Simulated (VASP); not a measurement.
A run of VASP 6.6.1:

File INCAR:

```
PREC = Accurate
ENCUT = 520
EDIFF = 1E-7
ISMEAR = 0
SIGMA = 0.1
LREAL = Auto
LASPH = T
NELM = 60
ALGO = Normal
ISIF = 2
LWAVE = F
LCHARG = F
GGA = PE
ISYM = 0
NBANDS = 106
```

KPOINTS

```
Automatic mesh
0
Gamma
  3 3 3
```

Contents of POSCAR:

```
InGaBN3
1.0
   -4.5976191971     -4.4718256090     -0.1843799860
    0.0334725272      4.6227330678      4.8089440140
   -4.4874179697      4.1772443956     -4.3969278690
B N Ga In
4 12 4 4
Direct
    0.9937927074      0.9202896996      0.0257446864
    0.5401004502      0.6314656634      0.0291168267
    0.0514571915      0.4363105643      0.0083155636
    0.6828874893      0.8462748351      0.3193074131
    0.2501884542      0.0523218316      0.9503574009
    0.8535032923      0.2574375065      0.9090506813
    0.6476520203      0.3410788740      0.6105178380
    0.1611914712      0.3047359388      0.5811969281
    0.5396515879      0.5897278873      0.2271766691
    0.0070433000      0.4884000672      0.1957846300
    0.3162083468      0.5711121924      0.9451235796
    0.7776927598      0.7560316222      0.9308821338
    0.6862016485      0.8525643173      0.5347319949
    0.1443640255      0.8253506458      0.6008864928
    0.5531912322      0.9873108925      0.2543069585
    0.9518630739      0.9557274802      0.2216683904
    0.5398356012      0.0599860742      0.0126247193
    0.8286993791      0.1755089239      0.6579151191
    0.3024019261      0.1465483838      0.6980660454
    0.8102754923      0.6801999728      0.6811424088
    0.6660616309      0.3568918307      0.3268973630
    0.1731809959      0.3137653475      0.3004776512
    0.3333856647      0.6578884377      0.6732906519
    0.1751690084      0.8221564434      0.3201955808
```

Potentials or basis: VASP PAW PBE potentials, release 64 (B, N, Ga_d, In_d).

Run with:

```console
$ cat potpaw_PBE.64/B/POTCAR potpaw_PBE.64/N/POTCAR potpaw_PBE.64/Ga_d/POTCAR potpaw_PBE.64/In_d/POTCAR > POTCAR
$ mpirun -np 1 vasp_std > vasp.out
```

Hardware: 1 thread of Intel(R) Xeon(R) Platinum 8375C CPU @ 2.90GHz (Ice Lake), on a shared host.

Problem. How long does it take, and how much memory?

Solution. It took 13 min on 1 thread of Intel(R) Xeon(R) Platinum 8375C CPU @ 2.90GHz (Ice Lake) (shared host), peak memory 0.52 GiB. Counts: scf iterations 20, k points 14.
